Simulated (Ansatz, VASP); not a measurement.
**In3Se: VASP beside Ansatz**

```
CELL_PARAMETERS angstrom
5.10376 0.00000 0.00000
0.00000 5.10376 0.00000
0.00000 0.00000 4.58765
ATOMIC_POSITIONS crystal
In 0.00000 0.50000 0.50000
In 0.50000 0.00000 0.50000
In 0.50000 0.50000 0.00000
Se 0.00000 0.00000 0.00000
```

Change from the starting cell: engineering shear strain xy +0.0000, equal normal strain along x and y +0.1125.

Alike in both runs: task single point; functional PBEsol; dispersion D3(BJ); k mesh 10 × 10 × 10; occupations gaussian, width 0.15 eV; no spin polarisation.

|  | VASP | Ansatz |
| --- | --- | --- |
| version | VASP 6.6.1 | Ansatz 0.2.0 |
| potentials or method | VASP PAW PBE potentials, release 64 (In_d, Se), cutoff 500 eV | scalar-relativistic, plane waves, PAW |
| valence electrons in the cell | 45 | 55 |

|  | VASP | Ansatz | Ansatz less VASP |
| --- | --- | --- | --- |
| gap on the k mesh at the Fermi level (eV) | none | none | - |
| pressure (GPa) | -6.4 | -6.4 | +0.02 |
| traceless stress, the component that is largest in VASP (GPa) | 0.59 | 0.59 | 0.000 |

VASP's potentials were made for PBE, not for PBEsol, and Ansatz warns of the same on its side. A gap of «none» marks a metal or a gap that the smearing closes. VASP's potentials hold 45 valence electrons a cell and Ansatz's 55, so a difference there can come from the potentials and not from the codes.
